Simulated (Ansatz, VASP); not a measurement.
One calculation of Ga3Se, two programs

```
Ga Se
1.0
     4.29702    0.00000    0.00000
     0.00000    4.29702    0.00000
     0.00000    0.00000    4.29702
Ga Se
3 1
Direct
  0.00000 0.50000 0.50000
  0.50000 0.00000 0.50000
  0.50000 0.50000 0.00000
  0.00000 0.00000 0.00000
```

Alike in both runs: functional PBEsol; k mesh 10 × 10 × 10; occupations gaussian, width 0.1 eV; no spin polarisation.

Ansatz relaxed the structure, and its values are those at the end. VASP's run is a single point on that final structure, the one shown.

```csv
,VASP,Ansatz
version,VASP 6.6.1,Ansatz 0.2.0
potentials or method,"VASP PAW PBE potentials, release 64 (Ga_d, Se), cutoff 520 eV","scalar-relativistic, plane waves, PAW"
valence electrons in the cell,45,55
```

|  | VASP | Ansatz | Ansatz less VASP |
| --- | --- | --- | --- |
| gap on the k mesh at the Fermi level (eV) | none | none | - |
| pressure (GPa) | 0.2 | 0.0 | -0.23 |

VASP's potentials were made for PBE, not for PBEsol. A gap of «none» marks a metal or a gap that the smearing closes. The functional is the same, so the differences come from potentials, cutoffs and numerics. VASP's potentials hold 45 valence electrons a cell and Ansatz's 55, so a difference there can come from the potentials and not from the codes.
